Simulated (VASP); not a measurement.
A run of VASP 6.6.1:

The input INCAR:

```
SYSTEM = HfBe5
ALGO = Normal
EDIFF = 1E-6
EDIFFG = -0.03
ENCUT = 600
GGA = PS
IBRION = 2
ISIF = 3
ISMEAR = -1
LASPH = .TRUE.
LCHARG = .FALSE.
LREAL = .FALSE.
LWAVE = .FALSE.
NELM = 100
NSW = 80
PREC = Accurate
SIGMA = 0.05
```

File KPOINTS:

```
k-points
0
G
  5 5 6
  0 0 0
```

Contents of POSCAR:

```
HfBe5
1.0
    4.5194020000      0.0000000000      0.0000000000
   -2.2597010000      3.9139170000      0.0000000000
    0.0000000000      0.0000000000      3.4396900000
Hf Be
1 5
Direct
    0.0000000000      0.0000000000      0.0000000000
    0.3333333333      0.6666666667      0.0000000000
    0.6666666667      0.3333333333      0.0000000000
    0.5000000000      0.0000000000      0.5000000000
    0.5000000000      0.5000000000      0.5000000000
    0.0000000000      0.5000000000      0.5000000000
```

Potentials or basis: VASP PAW PBE potentials, release 64 (Hf_pv, Be).

Launch:

```sh
$ cat potpaw_PBE.64/Hf_pv/POTCAR potpaw_PBE.64/Be/POTCAR > POTCAR
$ mpirun -np 1 vasp_std > vasp.out
```

Hardware: 1 thread of Intel Xeon 8259CL, on a shared host.

**Question.** How long does it take, and how much memory?

**Answer.** Run time: 36 s on 1 thread of Intel Xeon 8259CL (shared host), peak memory 0.21 GiB. Counts: scf iterations 21, k points 20, ion steps 2.
